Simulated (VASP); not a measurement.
# TePb (P1) in VASP: single point with PBE

Aim: the single point of TePb with PBE.

All numbers are computed with VASP 6.6.1; they aren't measurements. Logs are shortened: lines on timing, memory, paths and dates and some standing lists are left out, and cuts for length are marked.

**1. The cell of the first run**

The typed cell holds 16 atoms: a = 9.243 Å, b = 9.243 Å, c = 9.243 Å, α = 60.00°, β = 60.00°, γ = 60.00°.

**2. Single point, PBE**

Input file INCAR:

```
PREC = Accurate
ENCUT = 520
EDIFF = 1E-6
ISMEAR = -1
SIGMA = 0.039
LREAL = Auto
LASPH = T
NELM = 80
ALGO = Normal
ISIF = 2
LWAVE = F
LCHARG = F
GGA = PE
NBANDS = 94
```

Input file KPOINTS:

```
Automatic mesh
0
Gamma
  2 2 2
```

Input file POSCAR:

```
TePb
1.0
    0.0000000000      6.5356737040      6.5356737040
    6.5356737040      0.0000000000      6.5356737040
    6.5356737040      6.5356737040      0.0000000000
Pb Te
8 8
Direct
    0.0057485275      0.0028060611     -0.0055874117
   -0.0031550688     -0.0048994949      0.4962170155
    0.0044702354      0.4984353790      0.0011940621
   -0.0055640783      0.4990310330      0.5006421906
    0.4897293906      0.0078349230      0.0054129844
    0.4944419116      0.0015124684      0.4996744250
    0.5007375136      0.4956295474     -0.0015800972
    0.4995934846      0.4999865581      0.5035901652
    0.2558434028      0.2476973413      0.2498992566
    0.2531735939      0.2425209813      0.7553374332
    0.2456770446      0.7503558504      0.2569834536
    0.2488026596      0.7541621910      0.7476479429
    0.7501408764      0.2578607924      0.2503301227
    0.7527417559      0.2574440794      0.7461793108
    0.7466781882      0.7436717652      0.2643773356
    0.7521068558      0.7554310732      0.7333546956
```

Potentials or basis: VASP PAW PBE potentials, release 64 (Pb_d, Te).

Command:

```bash
cat potpaw_PBE.64/Pb_d/POTCAR potpaw_PBE.64/Te/POTCAR > POTCAR
mpirun -np 1 vasp_std > vasp.out
```

OUTCAR:

```text
PREC = Accurate
   ENCUT = 520
   EDIFF = 1E-6
   ISMEAR = -1
   LREAL = Auto
   LASPH = T
   NELM = 80
   ISIF = 2
   GGA = PE

 ion  position               nearest neighbor table
   1  0.006  0.003  0.994-  10 3.18  12 3.24  14 3.28  11 3.29  13 3.34  15 3.39
   2  0.997  0.995  0.496-  11 3.16  16 3.17  13 3.22  12 3.29   9 3.34  14 3.35
   3  0.004  0.498  0.001-  13 3.24   9 3.27  12 3.27  10 3.28  15 3.32  16 3.40
   4  0.994  0.499  0.501-  14 3.16  15 3.16  16 3.20   9 3.28  11 3.29  10 3.36
   5  0.490  0.008  0.005-   9 3.17  10 3.18  11 3.28  14 3.35  15 3.37  16 3.43
   6  0.494  0.002  0.500-   9 3.19  16 3.21  12 3.22  15 3.23  10 3.25  13 3.35
[... 8 lines left out ...]
  15  0.747  0.744  0.264-   4 3.16   8 3.21   6 3.23   3 3.32   5 3.37   1 3.39
  16  0.752  0.755  0.733-   2 3.17   4 3.20   6 3.21   7 3.34   3 3.40   5 3.43

  LATTYP: Found a face centered cubic cell.
 ALAT       =    13.0713474080

  Lattice vectors:

 A1 = (   0.0000000000,   6.5356737040,   6.5356737040)
 A2 = (   6.5356737040,   0.0000000000,   6.5356737040)
 A3 = (   6.5356737040,   6.5356737040,   0.0000000000)

Analysis of symmetry for initial positions (statically):
=====================================================================
 Subroutine PRICEL returns:
 Original cell was already a primitive cell.

 Routine SETGRP: Setting up the symmetry group for a
 face centered cubic supercell.

 Subroutine GETGRP returns: Found  1 space group operations
 (whereof  1 operations were pure point group operations)
 out of a pool of 48 trial point group operations.

The static configuration has the point symmetry C_1 .

Analysis of symmetry for dynamics (positions and initial velocities):
=====================================================================
 Subroutine PRICEL returns:
 Original cell was already a primitive cell.

 Routine SETGRP: Setting up the symmetry group for a
 face centered cubic supercell.

 Subroutine GETGRP returns: Found  1 space group operations
 (whereof  1 operations were pure point group operations)
 out of a pool of 48 trial point group operations.

The dynamic configuration has the point symmetry C_1 .

 Subroutine INISYM returns: Found  1 space group operations
 (whereof  1 operations are pure point group operations),
 and found     1 'primitive' translations

[... 104 lines left out ...]
   NELM   =     80;   NELMIN=  2; NELMDL= -5     # of ELM steps
   EDIFF  = 0.1E-05   stopping-criterion for ELM
   LREAL  =      T    real-space projection
   EDIFFG = 0.1E-04   stopping-criterion for IOM
   NSW    =      0    number of steps for IOM
[... 5 lines left out ...]
   TEBEG  =    0.0;   TEEND  =   0.0 temperature during run
   PSTRESS=    0.0 pullay stress
   NELECT =     160.0000    total number of electrons
   NUPDOWN=      -1.0000    fix difference up-down
   EMIN   =  10.00;   EMAX   =-10.00  energy-range for DOS
   EFERMI =   0.00;   METHOD = LEGACY
   ISMEAR =    -1;   SIGMA  =   0.04  broadening in eV -4-tet -1-fermi 0-gaus
   EFERMI_NEDOS =   21; number of points for ismear=-14 and -15
   IALGO  =     38    algorithm
   IMIX   =      4    mixing-type and parameters
     AMIX     =   0.40;   BMIX     =  1.00
     AMIX_MAG =   1.60;   BMIX_MAG =  1.00
  volume/ion in A,a.u.               =      34.90       235.49
  Fermi-wavevector in a.u.,A,eV,Ry     =   1.079314  2.039608 15.849680  1.164919
  Thomas-Fermi vector in A             =   2.215276
   LORBIT       =      0    0 simple, 1 ext, 2 COOP (PROOUT), +10 PAW based schemes
   GGA     = PE    functional components
   LHFCALC =     F    Hartree Fock is set to
   AEXX    =    0.0000 exact exchange contribution
   IVDW    =     0    specifies the selected vdW correction
   LEPSILON=     F    determine dielectric tensor
   LRPA    =     F    only Hartree local field effects (RPA)
 non-spin polarized calculation
  energy-cutoff  :      520.00
  volume of cell :      558.34
 maximum number of plane-waves:     15065
 NGX is ok and might be reduce to    70
   NGX = 35   NGY = 35   NGZ = 35

 number of electron     159.9999999 magnetization

 Free energy of the ion-electron system (eV)
  ---------------------------------------------------
  ext. energy  EPLUGINS =         0.00000000
  ---------------------------------------------------
  free energy    TOTEN  =       -60.02149482 eV

  energy without entropy =      -60.02147484  energy(sigma->0) =      -60.02148483

 E-fermi :   5.5879     XC(G=0):  -9.1473

 val. band max:        5.1858037424   @ k =   0.0000   0.0000   0.0000
 cond. band min:       5.9938385534   @ k =   0.0000   0.0000   0.0000
 fundamental gap:      0.8080348110
 Fermi energy:         5.5878643019

 k-point     1 :       0.0000    0.0000    0.0000
  band No.  band energies     occupation
      1     -11.5542      2.00000
      2     -11.5518      2.00000
      3     -11.5413      2.00000
      4     -11.5233      2.00000
      5     -11.5222      2.00000
      6     -11.5184      2.00000
[... 749 lines left out ...]
     91       7.6569      0.00000
     92       7.8580      0.00000
 [bands above 92 left out]

------------------------ aborting loop because EDIFF is reached ----------------------------------------

  FORCE on cell =-STRESS in cart. coord.  units (eV):
  Direction    XX          YY          ZZ          XY          YZ          ZX
  --------------------------------------------------------------------------------------
  -------------------------------------------------------------------------------------
  Total        2.6091875      2.5543892      2.6454729      0.0945696     -0.0977052     -0.0220889
  in kB        7.4871200      7.3298752      7.5912416      0.2713696     -0.2803671     -0.0633845
  external PRESSURE =       7.4694122 kB  Pullay stress =       0.0000000 kB

 VOLUME and BASIS-vectors are now :
 -----------------------------------------------------------------------------
  energy-cutoff  :      520.00
  volume of cell :      558.34
      direct lattice vectors                 reciprocal lattice vectors
     0.000000000  6.535673704  6.535673704    -0.076503207  0.076503207  0.076503207
     6.535673704  0.000000000  6.535673704     0.076503207 -0.076503207  0.076503207
     6.535673704  6.535673704  0.000000000     0.076503207  0.076503207 -0.076503207

 POSITION                                       TOTAL-FORCE (eV/Angst)
 -----------------------------------------------------------------------------------
      6.51750      6.53673      0.05591         0.057523      0.010488     -0.158141
      9.74676      9.75817     13.01871         0.056803      0.016386     -0.032694
      3.26541      0.03702      3.28683         0.066248     -0.170590     -0.072831
      6.53354      9.77134      9.76081         0.107978      0.014073      0.094732
      0.08658      3.23609      3.25192        -0.225325      0.093317     -0.056398
      3.27559      6.49722      3.24140        -0.043853      0.139555      0.075721
[... 8 lines left out ...]
      6.58828      6.60793      9.74044        -0.179684     -0.160001      0.165750
      9.73022      9.70849      9.85278         0.207950      0.326428     -0.107248
 -----------------------------------------------------------------------------------
    total drift:                               -0.007685      0.000018     -0.001902

  FREE ENERGIE OF THE ION-ELECTRON SYSTEM (eV)
  ---------------------------------------------------
  free  energy   TOTEN  =       -60.0214948227 eV

  energy  without entropy=      -60.0214748382  energy(sigma->0) =      -60.02148483
```

stdout:

```text
POSCAR found type information on POSCAR PbTe
 POSCAR found :  2 types and      16 ions
 scaLAPACK will be used
 LDA part: xc-table for (Slater+PW92), standard interpolation
 POSCAR, INCAR and KPOINTS ok, starting setup
 FFT: planning ... GRIDC
 FFT: planning ... GRID_SOFT
 FFT: planning ... GRID
 WAVECAR not read
 entering main loop
```

It took 22 min on 1 thread of Oxide Virtual Turin-like, shared host; peak memory 0.77 GiB.

What came out:

```yaml
Free_energy: -60.0215 eV
Pressure: 0.7 GPa
Largest_force: 0.402 eV/Å
Band_gap_on_the_k_mesh: 0.81 eV
```

Forces on the atoms (eV/Å):
```
Pb   0.058  0.010 -0.158
Pb   0.057  0.016 -0.033
Pb   0.066 -0.171 -0.073
Pb   0.108  0.014  0.095
Pb  -0.225  0.093 -0.056
Pb  -0.044  0.140  0.076
Pb   0.035 -0.005  0.061
Pb  -0.082 -0.075  0.045
Te  -0.006 -0.240  0.045
Te   0.144 -0.029  0.035
Te  -0.139 -0.030  0.196
Te   0.092  0.068  0.008
Te  -0.097 -0.064 -0.046
Te   0.005  0.105 -0.253
Te  -0.180 -0.160  0.166
Te   0.208  0.326 -0.107
```

Caveat: the atoms stand as in a frame of molecular dynamics; the structure was generated, so it needn't be the stable form of TePb; spin-orbit coupling is left out, which moves the levels of the heavy elements.
